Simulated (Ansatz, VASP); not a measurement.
## One calculation of BN, two programs

```xyz
4
Lattice="2.5429 0.0000 0.0000 -1.2714 2.2022 0.0000 0.0000 0.0000 6.9657" Properties=species:S:1:pos:R:3 pbc="T T T"
B     0.0000    1.4681    1.7414
B     1.2714    0.7341    5.2243
N     0.0000    1.4681    5.2243
N     1.2714    0.7341    1.7414
```

Alike in both runs: task single point; functional LDA; k mesh 12 × 12 × 4; occupations gaussian, width 0.05 eV; no spin polarisation.

|  | VASP | Ansatz |
| --- | --- | --- |
| version | VASP 6.6.1 | Ansatz 0.2.0 |
| potentials or method | VASP PAW LDA potentials, release 64 (B, N), cutoff 520 eV | scalar-relativistic, plane waves, PAW |
| valence electrons in the cell | 16 | 16 |

VASP gave:

| Quantity | Value |
| --- | --- |
| gap on the k mesh at the Fermi level (eV) | 4.07 |
| least direct gap on the mesh (eV) | 4.40 |
| pressure (GPa) | -14.0 |
| traceless stress, the component that is largest in VASP (GPa) | 12.54 |

Q: What did Ansatz give for the same quantities?

A: gap on the k mesh at the Fermi level (eV): 4.08; least direct gap on the mesh (eV): 4.40; pressure (GPa): -14.5; traceless stress, the component that is largest in VASP (GPa): 13.22.

Ansatz warns that its potentials were made for another functional, while VASP's fit it. LDA's correlation is that of Perdew and Zunger in VASP and of Perdew and Wang (1992) in Ansatz.
